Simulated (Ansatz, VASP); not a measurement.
## Ti: VASP beside Ansatz

```
Ti
1.0
     0.00000    2.16317    2.16317
     2.03000    0.13317    2.03000
     2.03000    2.03000    0.13317
Ti
1
Direct
  0.00000 0.00000 0.00000
```

Change from the starting cell: strain +0.1312 x Voigt [0, 0, 0, 1, 0, 0], atoms carried along.

Alike in both runs: task single point; functional PBEsol; k mesh 20 × 20 × 20; occupations gaussian, width 0.15 eV; no spin polarisation.

```csv
,VASP,Ansatz
version,VASP 6.6.1,Ansatz 0.2.0
potentials or method,"VASP PAW PBE potentials, release 64 (Ti_sv), cutoff 520 eV","scalar-relativistic, plane waves, PAW"
valence electrons in the cell,12,12
```

```csv
,VASP,Ansatz,Ansatz less VASP
gap on the k mesh at the Fermi level (eV),none,none,-
pressure (GPa),0.0,0.3,+0.32
"traceless stress, the component that is largest in VASP (GPa)",-6.79,-6.85,-0.054
```

VASP's potentials were made for PBE, not for PBEsol. A gap of «none» marks a metal or a gap that the smearing closes. With one functional, cell and mesh, what is left measures potentials, basis and numerics.
